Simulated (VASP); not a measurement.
# Hg (Pm-3m) in VASP: notebook, part 2 of 2

VASP 6.6.1.

### Step 4. Relaxation of cell and atoms, PBE

This run uses another cell than the first one, of 31.91 Å³/atom.

INCAR

```
SYSTEM = Hg
PREC = Accurate ; ENCUT = 600
EDIFF = 1E-6 ; ISMEAR = -1
SIGMA = 0.05 ; LREAL = .False.
LASPH = .True. ; NELM = 80
ALGO = Normal ; ISIF = 3
LWAVE = .False. ; LCHARG = .False.
GGA = PE ; IBRION = 2
NSW = 60 ; EDIFFG = -0.005
```

KPOINTS

```
regular mesh
0
Gamma
  13 13 13
  0 0 0
```

POSCAR

```
Hg
1.0
    3.1719554587      0.0000000000      0.0000000000
    0.0000000000      3.1719554587      0.0000000000
    0.0000000000      0.0000000000      3.1719554587
Hg
1
Direct
    0.0000000000      0.0000000000      0.0000000000
```

Potentials or basis: VASP PAW PBE potentials, release 64 (Hg).

Run with:

```console
$ cat potpaw_PBE.64/Hg/POTCAR > POTCAR
$ mpirun -np 1 vasp_std > vasp.out
```

OUTCAR:

```text
SYSTEM = Hg
   PREC = Accurate
   ENCUT = 600
   EDIFF = 1E-6
   ISMEAR = -1
   LREAL = .False.
   LASPH = .True.
   NELM = 80
   ISIF = 3
   GGA = PE
   IBRION = 2
   NSW = 60
   EDIFFG = -0.005

 ion  position               nearest neighbor table
   1  0.000  0.000  0.000-

  LATTYP: Found a simple cubic cell.
 ALAT       =     3.1719554587

  Lattice vectors:

 A1 = (   3.1719554587,   0.0000000000,   0.0000000000)
 A2 = (   0.0000000000,   3.1719554587,   0.0000000000)
 A3 = (   0.0000000000,   0.0000000000,   3.1719554587)

Analysis of symmetry for initial positions (statically):
=====================================================================
 Subroutine PRICEL returns:
 Original cell was already a primitive cell.

 Routine SETGRP: Setting up the symmetry group for a
 simple cubic supercell.

 Subroutine GETGRP returns: Found 48 space group operations
 (whereof 48 operations were pure point group operations)
 out of a pool of 48 trial point group operations.

The static configuration has the point symmetry O_h .

Analysis of symmetry for dynamics (positions and initial velocities):
=====================================================================
 Subroutine PRICEL returns:
 Original cell was already a primitive cell.

 Routine SETGRP: Setting up the symmetry group for a
 simple cubic supercell.

 Subroutine GETGRP returns: Found 48 space group operations
 (whereof 48 operations were pure point group operations)
 out of a pool of 48 trial point group operations.

The dynamic configuration has the point symmetry O_h .

 Subroutine INISYM returns: Found 48 space group operations
 (whereof 48 operations are pure point group operations),
 and found     1 'primitive' translations

----------------------------------------------------------------------------------------

[... 120 lines left out ...]
   LRPA    =     F    only Hartree local field effects (RPA)
 conjugate gradient relaxation of ions
 non-spin polarized calculation
  energy-cutoff  :      600.00
  volume of cell :       31.91
 maximum number of plane-waves:      1080
 NGX is ok and might be reduce to    28
   NGX = 13   NGY = 13   NGZ = 13

--------------------------------------- Ionic step        1  -------------------------------------------

 number of electron      12.0000001 magnetization

 Free energy of the ion-electron system (eV)
  ---------------------------------------------------
  ext. energy  EPLUGINS =         0.00000000
  ---------------------------------------------------
  free energy    TOTEN  =        -0.16448334 eV

  energy without entropy =       -0.16165763  energy(sigma->0) =       -0.16307049

------------------------ aborting loop because EDIFF is reached ----------------------------------------

  FORCE on cell =-STRESS in cart. coord.  units (eV):
  Direction    XX          YY          ZZ          XY          YZ          ZX
  --------------------------------------------------------------------------------------
  -------------------------------------------------------------------------------------
  Total       -0.0975926     -0.0975926     -0.0975926      0.0000000      0.0000000      0.0000000
  in kB       -4.8994367     -4.8994367     -4.8994367      0.0000000      0.0000000      0.0000000
  external PRESSURE =      -4.8994367 kB  Pullay stress =       0.0000000 kB
[... 92 lines left out ...]
--------------------------------------- Ionic step        4  -------------------------------------------

 number of electron      11.9999997 magnetization

 Free energy of the ion-electron system (eV)
  ---------------------------------------------------
  ext. energy  EPLUGINS =         0.00000000
  ---------------------------------------------------
  free energy    TOTEN  =        -0.16671514 eV

  energy without entropy =       -0.16396745  energy(sigma->0) =       -0.16534129

 E-fermi :   1.0612     XC(G=0):  -9.3734

 val. band max:        1.0362609725   @ k =   0.4615   0.3846   0.3077
 cond. band min:       1.1898303579   @ k =   0.4615   0.1538   0.1538
 fundamental gap:      0.1535693855
 Fermi energy:         1.0611904031

 k-point     1 :       0.0000    0.0000    0.0000
  band No.  band energies     occupation
      1      -6.4034      2.00000
      2      -6.3646      2.00000
      3      -6.3646      2.00000
      4      -4.7368      2.00000
      5      -4.7368      2.00000
      6      -4.7368      2.00000
      7      10.4970      0.00000
      8      10.4970      0.00000
      9      10.4970      0.00000
     10      13.5430      0.00000
[... 287 lines left out ...]
 k-point    24 :       0.3846    0.3077    0.0000
  band No.  band energies     occupation
      1      -6.0670      2.00000
      2      -5.8053      2.00000
      3      -5.1296      2.00000
      4      -5.0234      2.00000
      5      -4.9386      2.00000
      6      -1.9892      2.00000
      7       3.2313      0.00000
      8       5.8775      0.00000
      9      11.0106      0.00000
     10      15.2714      0.00000

 [... further k-points ...]
[... 5 lines left out ...]
  --------------------------------------------------------------------------------------
  -------------------------------------------------------------------------------------
  Total        0.0044891      0.0044891      0.0044891      0.0000000      0.0000000     -0.0000000
  in kB        0.2349909      0.2349909      0.2349909      0.0000000      0.0000000     -0.0000000
  external PRESSURE =       0.2349909 kB  Pullay stress =       0.0000000 kB
[... 16 lines left out ...]
  FREE ENERGIE OF THE ION-ELECTRON SYSTEM (eV)
  ---------------------------------------------------
  free  energy   TOTEN  =        -0.1667151381 eV

  energy  without entropy=       -0.1639674511  energy(sigma->0) =       -0.16534129

 reached required accuracy - stopping structural energy minimisation
```

OSZICAR:

```text
N       E                     dE             d eps       ncg     rms          rms(c)
DAV:   1     0.766510118177E+02    0.76651E+02   -0.68976E+03  1720   0.124E+03
DAV:   2     0.117281994752E+01   -0.75478E+02   -0.71576E+02  1714   0.254E+02
[... 28 lines left out ...]
   3 F= -.16666570E+00 E0= -.16534799E+00  d E =-.218236E-02
       N       E                     dE             d eps       ncg     rms          rms(c)
DAV:   1    -0.173776525255E+00   -0.71107E-02   -0.14500E-01  1820   0.500E+00    0.594E-01
DAV:   2    -0.167181127958E+00    0.65954E-02   -0.20272E-02  1822   0.188E+00    0.166E-01
DAV:   3    -0.166763321635E+00    0.41781E-03   -0.13070E-03  1782   0.408E-01    0.158E-01
DAV:   4    -0.166714823326E+00    0.48498E-04   -0.70484E-05  1724   0.943E-02    0.770E-03
DAV:   5    -0.166715138057E+00   -0.31473E-06   -0.30642E-06  1660   0.199E-02
   4 F= -.16671514E+00 E0= -.16534129E+00  d E =-.223180E-02
```

Wall time 34 s (1 thread of Intel Xeon 6975P-C, shared host); peak memory 0.18 GiB.

What came out:

```yaml
Free_energy: -0.1667 eV
Relaxed_volume: 30.61 Å³/atom
Relaxed_cell: a = 3.128 Å, b = 3.128 Å, c = 3.128 Å, α = 90.00°, β = 90.00°, γ = 90.00°
Space_group_after_relaxing_to_0.1_Å: Pm-3m (No. 221)
Energy_gained_by_relaxing: 2.2 meV/atom
Ionic_steps: 4
Pressure_after_relaxing: 0.0 GPa
Band_gap_on_the_k_mesh: zero (bands 6 and 7 overlap by 3.43 eV)
```

The path:
```csv
step,energy change (eV),largest force (eV/Å),pressure (GPa),volume (Å³)
1,0.0000,0.0000,-0.49,31.91
2,-0.0012,0.0000,-0.37,31.47
3,-0.0022,0.0000,-0.09,30.82
4,-0.0022,0.0000,0.02,30.61
```

Final structure:
```
CELL_PARAMETERS angstrom
3.12805 0.00000 0.00000
0.00000 3.12805 0.00000
0.00000 0.00000 3.12805
ATOMIC_POSITIONS crystal
Hg 0.00000 0.00000 0.00000
```

Caveat: spin-orbit coupling is left out, which moves the levels of the heavy elements.

### Step 5. The runs side by side

```tsv
task	cell	cutoff (eV)	gap on the mesh (eV)	pressure (GPa)	relaxed volume (Å³/atom)
single point	a = 3.111 Å, 1 atom	520	none	0.2	-
relaxation of cell and atoms	relaxed from a = 3.111 Å, 1 atom	600	none	0.0	30.65
relaxation of cell and atoms	relaxed from a = 3.172 Å, 1 atom	600	none	0.0	30.61
```

Alike in all rows: level PBE; potentials or basis VASP PAW PBE potentials, release 64 (Hg); no spin polarisation; k mesh 13 × 13 × 13; smearing fermi-dirac 0.05 eV.

Caveats: spin-orbit coupling is left out, which moves the levels of the heavy elements.

Total energies depend on the potentials used, so only differences within one code and one set of settings carry meaning.

The gap in the log of VASP goes by the Fermi energy; the results here count the filled bands.